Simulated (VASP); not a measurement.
SiC (Moissanite):

```
Si C
1.0
     3.07600    0.00000    0.00000
    -1.53800    2.66389    0.00000
     0.00000    0.00000    5.04800
Si C
2 2
Cartesian
  1.5380 0.8880 2.5240
  0.0000 1.7759 0.0000
  1.5380 0.8880 4.4675
  0.0000 1.7759 1.9435
```

Base run:

| Property | Result |
| --- | --- |
| Program | VASP 6.6.1 |
| Functional | revPBE |
| Potentials or basis | VASP PAW PBE potentials, release 64 (Si, C) |
| Cutoff | 520 eV |
| k mesh | 10 × 10 × 5 |
| Occupations | fermi-dirac, width 0.05 eV |
| Spin | no spin polarisation |

Its results: band gap on the k mesh 2.50 eV, indirect (least direct gap 4.10 eV); pressure 5.7 GPa; largest force 0.757 eV/Å.

Question: The run is repeated on the same cell with these changes: functional from revPBE to PBE; k mesh from 10 × 10 × 5 to 4 × 4 × 3. What comes out?

Answer: Band gap on the k mesh 2.56 eV, indirect (least direct gap 4.05 eV); pressure 3.8 GPa; largest force 0.709 eV/Å.

Several settings changed at once, so the effect can't be laid on one alone.

Caveats: some runs use coarse meshes; the PAW data sets were made with another functional, which shifts forces and pressure a little (some runs).

A k mesh can miss the band edges.
